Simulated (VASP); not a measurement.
# Cr (P6_3/mmc) in VASP: further runs, part 2 of 2

VASP 6.6.1.

## 3. Single point, RPBE, collinear spin, antiferromagnetic start

This run uses another cell than the first one, of 12.18 Å³/atom.

Input file INCAR:

```
SYSTEM = Cr
PREC = Accurate
ENCUT = 520
EDIFF = 1E-7
ISMEAR = -1
SIGMA = 0.05
LREAL = .False.
LASPH = .True.
NELM = 150
ALGO = Normal
ISIF = 2
LWAVE = .False.
LCHARG = .False.
ISPIN = 2
MAGMOM = 1.5 -1.5
LORBIT = 11
LMAXMIX = 4
GGA = RP
NBANDS = 23
```

Input file KPOINTS:

```
Automatic mesh
0
Gamma
  14 14 8
  0 0 0
```

Input file POSCAR:

```
Cr
1.0
    2.5028774524      0.0000000000      0.0000000000
   -1.2514387262      2.1675554563      0.0000000000
    0.0000000000      0.0000000000      4.4889880530
Cr
2
Direct
    0.3333333333      0.6666666667      0.2500000000
    0.6666666667      0.3333333333      0.7500000000
```

Potentials or basis: VASP PAW PBE potentials, release 64 (Cr_pv).

Run with:

```
> cat potpaw_PBE.64/Cr_pv/POTCAR > POTCAR
> mpirun -np 1 vasp_std > vasp.out
```

OUTCAR:

```text
SYSTEM = Cr
   PREC = Accurate
   ENCUT = 520
   EDIFF = 1E-7
   ISMEAR = -1
   LREAL = .False.
   LASPH = .True.
   NELM = 150
   ISIF = 2
   ISPIN = 2
   LORBIT = 11
   GGA = RP

 ion  position               nearest neighbor table
   1  0.333  0.667  0.250-   2 2.67   2 2.67   2 2.67   2 2.67   2 2.67   2 2.67
   2  0.667  0.333  0.750-   1 2.67   1 2.67   1 2.67   1 2.67   1 2.67   1 2.67

  LATTYP: Found a hexagonal cell.
 ALAT       =     2.5028774524
 C/A-ratio  =     1.7935309013

  Lattice vectors:

 A1 = (   2.5028774524,   0.0000000000,   0.0000000000)
 A2 = (  -1.2514387262,   2.1675554563,   0.0000000000)
 A3 = (   0.0000000000,   0.0000000000,   4.4889880530)

Analysis of symmetry for initial positions (statically):
=====================================================================
 Subroutine PRICEL returns:
 Original cell was already a primitive cell.

 Routine SETGRP: Setting up the symmetry group for a
 hexagonal supercell.

 Subroutine GETGRP returns: Found 24 space group operations
 (whereof 12 operations were pure point group operations)
 out of a pool of 24 trial point group operations.

The static configuration has the point symmetry D_3d.
 The point group associated with its full space group is D_6h.

Analysis of symmetry for dynamics (positions and initial velocities):
=====================================================================
 Subroutine PRICEL returns:
 Original cell was already a primitive cell.

 Routine SETGRP: Setting up the symmetry group for a
 hexagonal supercell.

 Subroutine GETGRP returns: Found 24 space group operations
 (whereof 12 operations were pure point group operations)
 out of a pool of 24 trial point group operations.

The dynamic configuration has the point symmetry D_3d.
 The point group associated with its full space group is D_6h.

Analysis of structural, dynamic, and magnetic symmetry:
=====================================================================
 Subroutine PRICEL returns:
 Original cell was already a primitive cell.

 Routine SETGRP: Setting up the symmetry group for a
 hexagonal supercell.

 Subroutine GETGRP returns: Found 24 space group operations
 (whereof 12 operations were pure point group operations)
 out of a pool of 24 trial point group operations.

The overall configuration has the point symmetry D_3d.
 The point group associated with its full space group is D_6h.

 Subroutine INISYM returns: Found 24 space group operations
 (whereof 12 operations are pure point group operations),
 and found     1 'primitive' translations

----------------------------------------------------------------------------------------

                                     Primitive cell

  volume of cell :      24.3533

  direct lattice vectors                    reciprocal lattice vectors
     2.502877452  0.000000000  0.000000000     0.399540137  0.230674606  0.000000000
    -1.251438726  2.167555456  0.000000000     0.000000000  0.461349211  0.000000000
     0.000000000  0.000000000  4.488988053     0.000000000  0.000000000  0.222767356

  length of vectors
     2.502877452  2.502877452  4.488988053     0.461349211  0.461349211  0.222767356

  position of ions in fractional coordinates (direct lattice)
[... 71 lines left out ...]
   ISTART =      0    job   : 0-new  1-cont  2-samecut
   ICHARG =      2    charge: 1-file 2-atom 10-const
   ISPIN  =      2    spin polarized calculation?
   LNONCOLLINEAR =      F non collinear calculations
   LSORBIT =      F    spin-orbit coupling
   LASPH  =      T    aspherical Exc in radial PAW
   ENCUT  =  520.0 eV  38.22 Ry    6.18 a.u.   4.65  4.65  8.35*2*pi/ulx,y,z
   NELM   =    150;   NELMIN=  2; NELMDL= -5     # of ELM steps
   EDIFF  = 0.1E-06   stopping-criterion for ELM
   LREAL  =      F    real-space projection
   EDIFFG = 0.1E-05   stopping-criterion for IOM
   NSW    =      0    number of steps for IOM
   IBRION =     -1    ionic relax: 0-MD 1-quasi-New 2-CG
   NFREE  =      0    steps in history (QN), initial steepest desc. (CG)
   ISIF   =      2    stress and relaxation
   ISYM   =      2    0-nonsym 1-usesym 2-fastsym
   POTIM  = 0.5000    time-step for ionic-motion
   TEBEG  =    0.0;   TEEND  =   0.0 temperature during run
   PSTRESS=    0.0 pullay stress
   NELECT =      24.0000    total number of electrons
   NUPDOWN=      -1.0000    fix difference up-down
   EMIN   =  10.00;   EMAX   =-10.00  energy-range for DOS
   EFERMI =   0.00;   METHOD = LEGACY
   ISMEAR =    -1;   SIGMA  =   0.05  broadening in eV -4-tet -1-fermi 0-gaus
   EFERMI_NEDOS =   21; number of points for ismear=-14 and -15
   IALGO  =     38    algorithm
   IMIX   =      4    mixing-type and parameters
     AMIX     =   0.40;   BMIX     =  1.00
     AMIX_MAG =   1.60;   BMIX_MAG =  1.00
  volume/ion in A,a.u.               =      12.18        82.17
  Fermi-wavevector in a.u.,A,eV,Ry     =   1.629143  3.078634 36.111309  2.654106
  Thomas-Fermi vector in A             =   2.721658
   LORBIT       =     11    0 simple, 1 ext, 2 COOP (PROOUT), +10 PAW based schemes
   GGA     = RP    functional components
   LHFCALC =     F    Hartree Fock is set to
   AEXX    =    0.0000 exact exchange contribution
   IVDW    =     0    specifies the selected vdW correction
   LEPSILON=     F    determine dielectric tensor
   LRPA    =     F    only Hartree local field effects (RPA)
 spin polarized calculation
  energy-cutoff  :      520.00
  volume of cell :       24.35
 maximum number of plane-waves:       677
 NGX is ok and might be reduce to    20
   NGX =  9   NGY =  9   NGZ = 17

 number of electron      24.0000006 magnetization       0.0000000

 number of electron      24.0000006 magnetization      -0.0000000

 Free energy of the ion-electron system (eV)
  ---------------------------------------------------
  ext. energy  EPLUGINS =         0.00000000
  ---------------------------------------------------
  free energy    TOTEN  =       -17.19365922 eV

  energy without entropy =      -17.16638543  energy(sigma->0) =      -17.18002232

 E-fermi :  10.2029     XC(G=0): -13.2305

 val. band max:       10.1944589301   @ k =   0.2857   0.1429   0.1250
 cond. band min:      10.2059844549   @ k =   0.2143   0.2143   0.2500
 fundamental gap:      0.0115255248
 Fermi energy:        10.2028936012

 spin component 1

 k-point     1 :       0.0000    0.0000    0.0000
  band No.  band energies     occupation
      1     -33.1068      1.00000
      2     -32.4989      1.00000
      3     -32.3385      1.00000
      4     -32.3385      1.00000
      5     -32.2806      1.00000
      6     -32.2806      1.00000
[... 613 lines left out ...]
     22      23.0874      0.00000
     23      23.4747      0.00000

 [... further k-points ...]

 spin component 2

 k-point     1 :       0.0000    0.0000    0.0000
  band No.  band energies     occupation
      1     -33.1068      1.00000
      2     -32.4989      1.00000
      3     -32.3385      1.00000
      4     -32.3385      1.00000
      5     -32.2806      1.00000
      6     -32.2806      1.00000
[... 613 lines left out ...]
     22      23.0874      0.00000
     23      23.4747      0.00000

 [... further k-points ...]

------------------------ aborting loop because EDIFF is reached ----------------------------------------

  FORCE on cell =-STRESS in cart. coord.  units (eV):
  Direction    XX          YY          ZZ          XY          YZ          ZX
  --------------------------------------------------------------------------------------
  -------------------------------------------------------------------------------------
  Total       -0.0675711     -0.0675711     -0.0420937      0.0000000      0.0000000     -0.0000000
  in kB       -4.4454268     -4.4454268     -2.7692967      0.0000000      0.0000000     -0.0000000
  external PRESSURE =      -3.8867168 kB  Pullay stress =       0.0000000 kB

 VOLUME and BASIS-vectors are now :
 -----------------------------------------------------------------------------
  energy-cutoff  :      520.00
  volume of cell :       24.35
      direct lattice vectors                 reciprocal lattice vectors
     2.502877452  0.000000000  0.000000000     0.399540137  0.230674606  0.000000000
    -1.251438726  2.167555456  0.000000000     0.000000000  0.461349211  0.000000000
     0.000000000  0.000000000  4.488988053     0.000000000  0.000000000  0.222767356

 POSITION                                       TOTAL-FORCE (eV/Angst)
 -----------------------------------------------------------------------------------
     -0.00000      1.44504      1.12225         0.000000     -0.000000      0.000000
      1.25144      0.72252      3.36674         0.000000      0.000000      0.000000
 -----------------------------------------------------------------------------------
    total drift:                               -0.000000      0.000000     -0.000000

  FREE ENERGIE OF THE ION-ELECTRON SYSTEM (eV)
  ---------------------------------------------------
  free  energy   TOTEN  =       -17.1936592194 eV

  energy  without entropy=      -17.1663854278  energy(sigma->0) =      -17.18002232

 total charge

# of ion       s       p       d       tot
------------------------------------------
    1        0.448   6.359   4.178  10.985
    2        0.448   6.359   4.178  10.985
--------------------------------------------------
tot          0.897  12.718   8.356  21.971

 magnetization (x)

# of ion       s       p       d       tot
------------------------------------------
    1       -0.000   0.000   0.000   0.000
    2        0.000  -0.000  -0.000  -0.000
--------------------------------------------------
tot          0.000   0.000   0.000   0.000
```

stdout:

```text
POSCAR found type information on POSCAR Cr
 POSCAR found :  1 types and       2 ions
 scaLAPACK will be used
 -----------------------------------------------------------------------------
|                                                                             |
|                                                                             |
|     You enforced a specific xc type in the INCAR file but a different       |
|     I HOPE YOU KNOW WHAT YOU ARE DOING!                                     |
|                                                                             |
 -----------------------------------------------------------------------------

 LDA part: xc-table for (Slater+PW92), standard interpolation
 POSCAR, INCAR and KPOINTS ok, starting setup
 FFT: planning ... GRIDC
 FFT: planning ... GRID_SOFT
 FFT: planning ... GRID
 WAVECAR not read
 entering main loop
```

Run time: 4.8 min. Hardware: 1 thread of Intel Xeon 8259CL, shared host; peak memory 0.22 GiB.

What came out:

* Free energy: -17.1937 eV
* Pressure: -0.4 GPa
* Band gap on the k mesh: zero (filled and empty bands overlap)
* Net moment: 0.00 μB per cell
* Valence electrons inside the program's atomic spheres: Cr 10.98

Stress tensor (GPa, compression positive):
```
-0.44  0.00  0.00
 0.00 -0.44  0.00
 0.00  0.00 -0.28
```

Levels at points of the mesh, in eV from the Fermi level:
Spin up:
| k point | band 9 | band 10 | band 11 | band 12 | band 13 | band 14 | band 15 | band 16 |
| --- | --- | --- | --- | --- | --- | --- | --- | --- |
| (0.00, 0.00, 0.00) | -1.20 | -0.34 | -0.34 | -0.32 | -0.02 | -0.02 | 1.06 | 1.06 |
| (0.50, 0.00, 0.00) | -3.28 | -0.91 | -0.61 | -0.30 | -0.11 | 2.21 | 2.73 | 2.84 |
| (0.00, 0.00, 0.50) | -1.58 | -1.58 | -0.31 | -0.31 | -0.31 | -0.31 | 1.74 | 1.74 |
| (0.50, 0.00, 0.50) | -2.39 | -2.39 | 0.92 | 0.92 | 1.22 | 1.22 | 2.79 | 2.79 |
Spin down:
| k point | band 9 | band 10 | band 11 | band 12 | band 13 | band 14 | band 15 | band 16 |
| --- | --- | --- | --- | --- | --- | --- | --- | --- |
| (0.00, 0.00, 0.00) | -1.20 | -0.34 | -0.34 | -0.32 | -0.02 | -0.02 | 1.06 | 1.06 |
| (0.50, 0.00, 0.00) | -3.28 | -0.91 | -0.61 | -0.30 | -0.11 | 2.21 | 2.73 | 2.84 |
| (0.00, 0.00, 0.50) | -1.58 | -1.58 | -0.31 | -0.31 | -0.31 | -0.31 | 1.74 | 1.74 |
| (0.50, 0.00, 0.50) | -2.39 | -2.39 | 0.92 | 0.92 | 1.22 | 1.22 | 2.79 | 2.79 |

Caveat: an empty level that is flat over the whole mesh can mark a ghost state of the potentials, or a narrow d or f band; the PAW data sets were made with another functional, which shifts forces and pressure a little.
